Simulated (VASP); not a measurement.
BeCd15S16 (a cell with a defect), 32 atoms in the cell. The cell holds a defect, 32 atoms: a = 8.300 Å, b = 8.300 Å, c = 13.474 Å, α = 90.00°, β = 90.00°, γ = 120.00°. 

* Program: VASP 6.6.1
* Task: electric field gradients
* Functional: PBE
* Potentials or basis: VASP PAW PBE potentials, release 64 (Be, Cd, S)
* Cutoff: 520 eV
* k mesh: 3 × 3 × 2
* Occupations: fermi-dirac, width 0.01 eV
* Spin: no spin polarisation
* Dipole correction: no
* Charge: -1
* Further INCAR settings: LREAL = Auto; ALGO = Normal; EDIFF = 1e-08; NBANDS = 161; NELECT = 279.0

Potentials or basis: VASP PAW PBE potentials, release 64 (Be, Cd, S).

Command:

```console
$ cat potpaw_PBE.64/Be/POTCAR potpaw_PBE.64/Cd/POTCAR potpaw_PBE.64/S/POTCAR > POTCAR
$ mpirun -np 1 vasp_std > vasp.out
```

Hardware: 1 × NVIDIA H100 80GB with 1 thread of AMD EPYC 7R13 Processor (Zen 3), on a shared host.

Estimate the wall time of this run.

Run time: 2.3 min on 1 × NVIDIA H100 80GB with 1 thread of AMD EPYC 7R13 Processor (Zen 3) (shared host), peak memory 1.9 GiB. Counts: scf iterations 21, k points 6.
